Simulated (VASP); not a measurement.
# Al (Im-3m) in VASP: further runs

Runs on Al. Level: PBEsol. Tasks: relaxation of cell and atoms.

Everything below comes from runs of VASP 6.6.1. Logs are shortened: lines on timing, memory, paths and dates and some standing lists are left out, and cuts for length are marked.

## 1. The cell of the first run

Symmetry: Im-3m, No. 229, cubic system. The conventional cell has a = 3.182 Å, b = 3.182 Å, c = 3.182 Å, α = 90.00°, β = 90.00°, γ = 90.00°. Al (site symmetry m-3m) has 14 Al at 2.76 to 3.18 Å within 3.6 Å.

## 2. Relaxation of cell and atoms, PBEsol, target pressure 20 GPa, at which the enthalpy is minimised

INCAR

```
SYSTEM = Al
ALGO     = Normal         ! electronic algorithm
EDIFF    = 1E-6           ! SCF threshold, eV
EDIFFG   = -0.02          ! ionic threshold
ENCUT    = 600            ! plane-wave cutoff, eV
GGA      = PS             ! functional
IBRION   = 2              ! ionic algorithm
ISIF     = 3              ! what is computed and relaxed
ISMEAR   = -1             ! smearing method
LASPH    = .True.         ! aspherical terms in the spheres
LCHARG   = .False.        ! write CHGCAR
LREAL    = .False.        ! projectors in reciprocal space
LWAVE    = .False.        ! write WAVECAR
NELM     = 100            ! most SCF steps
NSW      = 80             ! ionic steps
PREC     = Accurate       ! precision mode
PSTRESS  = 200.0        
SIGMA    = 0.05           ! smearing width, eV
```

KPOINTS

```
k-points
0
Gamma
  12 12 12
  0 0 0
```

POSCAR

```
Al
1.0
   -1.5912186900      1.5912186900      1.5912186900
    1.5912186900     -1.5912186900      1.5912186900
    1.5912186900      1.5912186900     -1.5912186900
Al
1
Direct
    0.0000000000      0.0000000000      0.0000000000
```

Potentials or basis: VASP PAW PBE potentials, release 64 (Al).

Run with:

```bash
cat potpaw_PBE.64/Al/POTCAR > POTCAR
mpirun -np 1 vasp_std > vasp.out
```

OUTCAR:

```text
SYSTEM = Al
   EDIFF = 1E-6
   EDIFFG = -0.02
   ENCUT = 600
   GGA = PS
   IBRION = 2
   ISIF = 3
   ISMEAR = -1
   LASPH = .True.
   LREAL = .False.
   NELM = 100
   NSW = 80
   PREC = Accurate
   PSTRESS = 200.0

 ion  position               nearest neighbor table
   1  0.000  0.000  0.000-

  LATTYP: Found a body centered cubic cell.
 ALAT       =     3.1824373800

  Lattice vectors:

 A1 = (  -1.5912186900,   1.5912186900,   1.5912186900)
 A2 = (   1.5912186900,  -1.5912186900,   1.5912186900)
 A3 = (   1.5912186900,   1.5912186900,  -1.5912186900)

Analysis of symmetry for initial positions (statically):
=====================================================================
 Subroutine PRICEL returns:
 Original cell was already a primitive cell.

 Routine SETGRP: Setting up the symmetry group for a
 body centered cubic supercell.

 Subroutine GETGRP returns: Found 48 space group operations
[... 9 lines left out ...]

 Routine SETGRP: Setting up the symmetry group for a
 body centered cubic supercell.

 Subroutine GETGRP returns: Found 48 space group operations
[... 11 lines left out ...]
                                     Primitive cell

  volume of cell :      16.1157

  direct lattice vectors                    reciprocal lattice vectors
    -1.591218690  1.591218690  1.591218690     0.000000000  0.314224565  0.314224565
     1.591218690 -1.591218690  1.591218690     0.314224565  0.000000000  0.314224565
     1.591218690  1.591218690 -1.591218690     0.314224565  0.314224565  0.000000000

  length of vectors
     2.756071617  2.756071617  2.756071617     0.444380641  0.444380641  0.444380641

  position of ions in fractional coordinates (direct lattice)
     0.000000000  0.000000000  0.000000000

  ion indices of the primitive-cell ions
   primitive index   ion index
                 1           1

----------------------------------------------------------------------------------------

 KPOINTS: k-points

Automatic generation of k-mesh.
 Grid dimensions read from file:
 generate k-points for:   12   12   12

 Generating k-lattice:

  Cartesian coordinates                     Fractional coordinates (reciprocal lattice)
     0.000000000  0.026185380  0.026185380     0.083333333  0.000000000  0.000000000
     0.026185380  0.000000000  0.026185380     0.000000000  0.083333333  0.000000000
     0.026185380  0.026185380  0.000000000     0.000000000  0.000000000  0.083333333

  Length of vectors
     0.037031720  0.037031720  0.037031720

  Shift w.r.t. Gamma in fractional coordinates (k-lattice)
     0.000000000  0.000000000  0.000000000

 Subroutine IBZKPT returns following result:
 ===========================================

 Found     72 irreducible k-points:

 Following reciprocal coordinates:
            Coordinates               Weight
  0.000000  0.000000  0.000000      1.000000
  0.083333  0.000000  0.000000     12.000000
  0.166667  0.000000  0.000000     12.000000
  0.250000  0.000000  0.000000     12.000000
  0.333333  0.000000  0.000000     12.000000
  0.416667  0.000000  0.000000     12.000000
[... 16 lines left out ...]
  0.333333  0.083333  0.083333     24.000000
  0.416667  0.083333  0.083333     12.000000
 [... further k-points ...]
   k-points           NKPTS =     72   k-points in BZ     NKDIM =     72   number of bands    NBANDS=      5
   number of dos      NEDOS =    301   number of ions     NIONS =      1
   total plane-waves  NPLWV =  13824
   dimension x,y,z NGX =    24 NGY =   24 NGZ =   24
   dimension x,y,z NGXF=    48 NGYF=   48 NGZF=   48
   ions per type =               1
   NGX,Y,Z   is equivalent  to a cutoff of  14.48, 14.48, 14.48 a.u.
   NGXF,Y,Z  is equivalent  to a cutoff of  28.95, 28.95, 28.95 a.u.
 SYSTEM =  Al
   PREC   = accura    normal or accurate (medium, high low for compatibility)
   ISTART =      0    job   : 0-new  1-cont  2-samecut
   ICHARG =      2    charge: 1-file 2-atom 10-const
   ISPIN  =      1    spin polarized calculation?
   LNONCOLLINEAR =      F non collinear calculations
   LSORBIT =      F    spin-orbit coupling
   LASPH  =      T    aspherical Exc in radial PAW
   ENCUT  =  600.0 eV  44.10 Ry    6.64 a.u.   5.50  5.50  5.50*2*pi/ulx,y,z
   NELM   =    100;   NELMIN=  2; NELMDL= -5     # of ELM steps
   EDIFF  = 0.1E-05   stopping-criterion for ELM
   LREAL  =      F    real-space projection
   EDIFFG = -.2E-01   stopping-criterion for IOM
   NSW    =     80    number of steps for IOM
   IBRION =      2    ionic relax: 0-MD 1-quasi-New 2-CG
   NFREE  =      1    steps in history (QN), initial steepest desc. (CG)
   ISIF   =      3    stress and relaxation
   ISYM   =      2    0-nonsym 1-usesym 2-fastsym
   POTIM  = 0.5000    time-step for ionic-motion
   TEBEG  =    0.0;   TEEND  =   0.0 temperature during run
   PSTRESS=  200.0 pullay stress
   NELECT =       3.0000    total number of electrons
   NUPDOWN=      -1.0000    fix difference up-down
[... 62 lines left out ...]

  energy  without entropy=       -3.9828940446  energy(sigma->0) =       -3.98495735

  enthalpy is  TOTEN    =        -1.9752937680 eV   P V=        2.0117268776

--------------------------------------- Ionic step        2  -------------------------------------------

 number of electron       3.0000000 magnetization

 E-fermi :  11.3997     XC(G=0): -11.3818

 val. band max:       11.2914005884   @ k =   0.2500   0.2500   0.1667
 cond. band min:      11.4002929068   @ k =   0.5000   0.5000   0.4167
 fundamental gap:      0.1088923184
 Fermi energy:        11.3996917705

 k-point     1 :       0.0000    0.0000    0.0000
  band No.  band energies     occupation
      1      -1.9388      2.00000
      2      26.5283      0.00000
      3      26.5283      0.00000
      4      26.5283      0.00000
      5      30.9835      0.00000

 k-point     2 :       0.0833    0.0000    0.0000
  band No.  band energies     occupation
      1      -1.6968      2.00000
      2      24.4024      0.00000
      3      25.5728      0.00000
      4      25.8239      0.00000
      5      28.5468      0.00000

 k-point     3 :       0.1667    0.0000    0.0000
  band No.  band energies     occupation
      1      -0.9740      2.00000
      2      20.4051      0.00000
      3      23.8979      0.00000
      4      24.6103      0.00000
      5      26.7745      0.00000

 k-point     4 :       0.2500    0.0000    0.0000
  band No.  band energies     occupation
      1       0.2193      2.00000
      2      16.4378      0.00000
      3      22.3911      0.00000
      4      23.5381      0.00000
      5      25.3655      0.00000
[... 173 lines left out ...]
 VOLUME and BASIS-vectors are now :
 -----------------------------------------------------------------------------
  energy-cutoff  :      600.00
  volume of cell :       12.31
      direct lattice vectors                 reciprocal lattice vectors
    -1.454686876  1.454686876  1.454686876     0.000000000  0.343716581  0.343716581
     1.454686876 -1.454686876  1.454686876     0.343716581  0.000000000  0.343716581
     1.454686876  1.454686876 -1.454686876     0.343716581  0.343716581  0.000000000

 POSITION                                       TOTAL-FORCE (eV/Angst)
 -----------------------------------------------------------------------------------
     -1.45469      1.45469      1.45469        -0.000000     -0.000000     -0.000000
 -----------------------------------------------------------------------------------
    total drift:                                0.000000      0.000000     -0.000000

  FREE ENERGIE OF THE ION-ELECTRON SYSTEM (eV)
  ---------------------------------------------------
  free  energy   TOTEN  =        -3.5689858821 eV

  energy  without entropy=       -3.5659479143  energy(sigma->0) =       -3.56746690

  enthalpy is  TOTEN    =        -2.0319359844 eV   P V=        1.5370498978

--------------------------------------- Ionic step        3  -------------------------------------------

 number of electron       3.0000000 magnetization

 Free energy of the ion-electron system (eV)
  ---------------------------------------------------
  ext. energy  EPLUGINS =         0.00000000
  ---------------------------------------------------
  free energy    TOTEN  =        -3.84467810 eV

  energy without entropy =       -3.84072379  energy(sigma->0) =       -3.84270095

 E-fermi :   9.9267     XC(G=0): -10.9269

 val. band max:        9.8648458057   @ k =  -0.3333   0.5000   0.1667
 cond. band min:       9.9790654236   @ k =  -0.4167   0.4167   0.2500
 fundamental gap:      0.1142196180
 Fermi energy:         9.9267499662

 k-point     1 :       0.0000    0.0000    0.0000
  band No.  band energies     occupation
      1      -2.4808      2.00000
      2      24.2998      0.00000
      3      24.2998      0.00000
      4      24.2998      0.00000
      5      27.4393      0.00000

 k-point     2 :       0.0833    0.0000    0.0000
  band No.  band energies     occupation
      1      -2.2563      2.00000
      2      22.1876      0.00000
      3      23.4298      0.00000
      4      23.4309      0.00000
      5      25.8843      0.00000

 k-point     3 :       0.1667    0.0000    0.0000
  band No.  band energies     occupation
      1      -1.5854      2.00000
      2      18.4219      0.00000
      3      21.8948      0.00000
      4      22.1144      0.00000
      5      24.2410      0.00000

 k-point     4 :       0.2500    0.0000    0.0000
  band No.  band energies     occupation
      1      -0.4759      2.00000
      2      14.6953      0.00000
      3      20.5069      0.00000
      4      21.0093      0.00000
      5      22.9184      0.00000
[... 173 lines left out ...]
 VOLUME and BASIS-vectors are now :
 -----------------------------------------------------------------------------
  energy-cutoff  :      600.00
  volume of cell :       13.82
      direct lattice vectors                 reciprocal lattice vectors
    -1.511687156  1.511687156  1.511687156     0.000000000  0.330756267  0.330756267
     1.511687156 -1.511687156  1.511687156     0.330756267  0.000000000  0.330756267
     1.511687156  1.511687156 -1.511687156     0.330756267  0.330756267  0.000000000

 POSITION                                       TOTAL-FORCE (eV/Angst)
 -----------------------------------------------------------------------------------
      0.00000      0.00000      0.00000         0.000000     -0.000000     -0.000000
 -----------------------------------------------------------------------------------
    total drift:                                0.000000      0.000000      0.000000

  FREE ENERGIE OF THE ION-ELECTRON SYSTEM (eV)
  ---------------------------------------------------
  free  energy   TOTEN  =        -3.8446781040 eV

  energy  without entropy=       -3.8407237930  energy(sigma->0) =       -3.84270095

  enthalpy is  TOTEN    =        -2.1197731312 eV   P V=        1.7249049728

 reached required accuracy - stopping structural energy minimisation
```

Wall time 5.3 s (1 thread of Intel Xeon 6975P-C, shared host); peak memory 0.14 GiB.

What came out:

| Item | Value |
| --- | --- |
| Free energy | -3.8447 eV |
| Relaxed volume | 13.82 Å³/atom |
| Relaxed cell | a = 2.618 Å, b = 2.618 Å, c = 2.618 Å, α = 109.47°, β = 109.47°, γ = 109.47° |
| Space group after relaxing (to 0.05 Å) | Im-3m (No. 229) |
| Energy change on relaxing (the enthalpy is what falls) | +142.3 meV/atom |
| Ionic steps | 3 |
| Pressure after relaxing | 19.8 GPa |

The path:
```
step  energy change (eV)  largest force (eV/Å)  pressure (GPa)  volume (Å³)
   1              0.0000                0.0000            2.32        16.12
   2              0.4180                0.0000           40.70        12.31
   3              0.1423                0.0000           19.78        13.82
```

Final structure:
```
CELL_PARAMETERS angstrom
-1.51169 1.51169 1.51169
1.51169 -1.51169 1.51169
1.51169 1.51169 -1.51169
ATOMIC_POSITIONS crystal
Al 0.00000 0.00000 0.00000
```

Caveat: the cell is relaxed towards a set pressure, so the enthalpy falls and the energy may rise; the PAW data sets were made with another functional, which shifts forces and pressure a little.

## 3. Relaxation of cell and atoms, PBEsol, target pressure 30 GPa, at which the enthalpy is minimised

INCAR

```
PREC = Accurate
ENCUT = 600
EDIFF = 1E-6
ISMEAR = -1
SIGMA = 0.05
LREAL = F
LASPH = T
NELM = 80
ALGO = Normal
ISIF = 3
LWAVE = F
LCHARG = F
GGA = PS
IBRION = 2
NSW = 80
EDIFFG = -0.02
PSTRESS = 300.0
```

KPOINTS

```
regular mesh
0
Gamma
  12 12 12
```

POSCAR is that of step 2.

Potentials or basis: VASP PAW PBE potentials, release 64 (Al).

Run with:

```bash
cat potpaw_PBE.64/Al/POTCAR > POTCAR
mpirun -np 1 vasp_std > vasp.out
```

Wall time 9.5 s (1 thread of Intel Xeon 6975P-C, shared host); peak memory 0.14 GiB.

The run converged. Its results:

```yaml
Free_energy: -3.7168 eV
Relaxed_volume: 12.99 Å³/atom
Relaxed_cell: a = 2.565 Å, b = 2.565 Å, c = 2.565 Å, α = 109.47°, β = 109.47°, γ = 109.47°
Space_group_after_relaxing_to_0.05_Å: Im-3m (No. 229)
Energy_change_on_relaxing_the_enthalpy_is_what_falls: +270.2 meV/atom
Ionic_steps: 7
Pressure_after_relaxing: 30.0 GPa
```

Step by step:
| step | energy change (eV) | largest force (eV/Å) | pressure (GPa) | volume (Å³) |
| --- | --- | --- | --- | --- |
| 1 | 0.0000 | 0.0000 | 2.32 | 16.12 |
| 2 | 1.1393 | 0.0000 | 89.19 | 10.45 |
| 3 | 0.2490 | 0.0000 | 28.41 | 13.10 |
| 4 | 0.2659 | 0.0000 | 29.67 | 13.01 |
| 5 | 0.2767 | 0.0000 | 30.48 | 12.95 |
| 6 | 0.2643 | 0.0000 | 29.56 | 13.02 |
| 7 | 0.2702 | 0.0000 | 29.98 | 12.99 |

Final structure:
```
Al
1.0
    -1.48078    1.48078    1.48078
     1.48078   -1.48078    1.48078
     1.48078    1.48078   -1.48078
Al
1
Direct
  0.00000 0.00000 0.00000
```

Levels at points of the mesh, in eV from the Fermi level:
```
           k point  band 1  band 2  band 3  band 4
(0.00, 0.00, 0.00)  -12.90   14.77   14.77   14.77
(0.50, 0.00, 0.00)   -5.26   -4.18    8.83   10.20
(0.50, 0.50, 0.50)    2.35    2.35    2.35    2.54
```

Caveat: the cell is relaxed towards a set pressure, so the enthalpy falls and the energy may rise; the volume moved by over 15 % at a fixed basis, so the end points are rough; the PAW data sets were made with another functional, which shifts forces and pressure a little.

## 4. Relaxation of cell and atoms, PBEsol, target pressure 10 GPa, at which the enthalpy is minimised

INCAR

```
SYSTEM = Al
PREC     = Accurate       ! precision mode
ENCUT    = 600            ! plane-wave cutoff, eV
EDIFF    = 1E-7           ! SCF threshold, eV
ISMEAR   = -1             ! smearing method
SIGMA    = 0.05           ! smearing width, eV
LREAL    = .False.        ! projectors in reciprocal space
LASPH    = .True.         ! aspherical terms in the spheres
NELM     = 80             ! most SCF steps
ALGO     = Normal         ! electronic algorithm
ISIF     = 3              ! what is computed and relaxed
LWAVE    = .False.        ! write WAVECAR
LCHARG   = .False.        ! write CHGCAR
GGA      = PS             ! functional
IBRION   = 2              ! ionic algorithm
NSW      = 60             ! ionic steps
EDIFFG   = -0.01          ! ionic threshold
PSTRESS  = 100.0
```

KPOINTS

```
regular mesh
0
Gamma
  12 12 12
  0 0 0
```

POSCAR is that of step 3.

Run with:

```bash
cat potpaw_PBE.64/Al/POTCAR > POTCAR
mpirun -np 1 vasp_std > vasp.out
```

It took 7 s on 1 thread of Intel Xeon 6975P-C, shared host; peak memory 0.13 GiB.

The run converged. Its results:

```
Free energy                                            : -3.9417 eV
Relaxed volume                                         : 14.88 Å³/atom
Relaxed cell                                           : a = 2.684 Å, b = 2.684 Å, c = 2.684 Å, α = 109.47°, β = 109.47°, γ = 109.47°
Space group after relaxing (to 0.05 Å)                 : Im-3m (No. 229)
Energy change on relaxing (the enthalpy is what falls) : +45.4 meV/atom
Ionic steps                                            : 3
Pressure after relaxing                                : 10.0 GPa
```

The path:
```csv
step,energy change (eV),largest force (eV/Å),pressure (GPa),volume (Å³)
1,0.0000,0.0000,2.32,16.12
2,0.0831,0.0000,14.19,14.38
3,0.0454,0.0000,10.00,14.88
```

Final structure:
```
Al
1.0
    -1.54955    1.54955    1.54955
     1.54955   -1.54955    1.54955
     1.54955    1.54955   -1.54955
Al
1
Direct
  0.00000 0.00000 0.00000
```

Levels at points of the mesh, in eV from the Fermi level:
| k point | band 1 | band 2 | band 3 | band 4 | band 5 |
| --- | --- | --- | --- | --- | --- |
| (0.00, 0.00, 0.00) | -11.86 | 13.88 | 13.88 | 13.88 | 16.26 |
| (0.50, 0.00, 0.00) | -4.71 | -3.98 | 8.50 | 8.98 | 10.71 |
| (0.50, 0.50, 0.50) | 2.06 | 2.06 | 2.06 | 2.81 | 2.81 |

Caveat: the cell is relaxed towards a set pressure, so the enthalpy falls and the energy may rise; the PAW data sets were made with another functional, which shifts forces and pressure a little.

## 5. Overview

| cell | gap on the mesh (eV) | pressure (GPa) |
| --- | --- | --- |
| relaxed to 20 GPa | none | 19.8 |
| relaxed to 30 GPa | none | 30.0 |
| relaxed to 10 GPa | none | 10.0 |

Alike in all rows: task relaxation of cell and atoms; level PBEsol; potentials or basis VASP PAW PBE potentials, release 64 (Al); no spin polarisation; k mesh 12 × 12 × 12; cutoff (eV) 600; smearing fermi-dirac 0.05 eV.

Caveats: the cell is relaxed towards a set pressure, so the enthalpy falls and the energy may rise; the PAW data sets were made with another functional, which shifts forces and pressure a little; the volume moved by over 15 % at a fixed basis, so the end points are rough (some runs).

Total energies depend on the potentials used, so only differences within one code and one set of settings carry meaning.
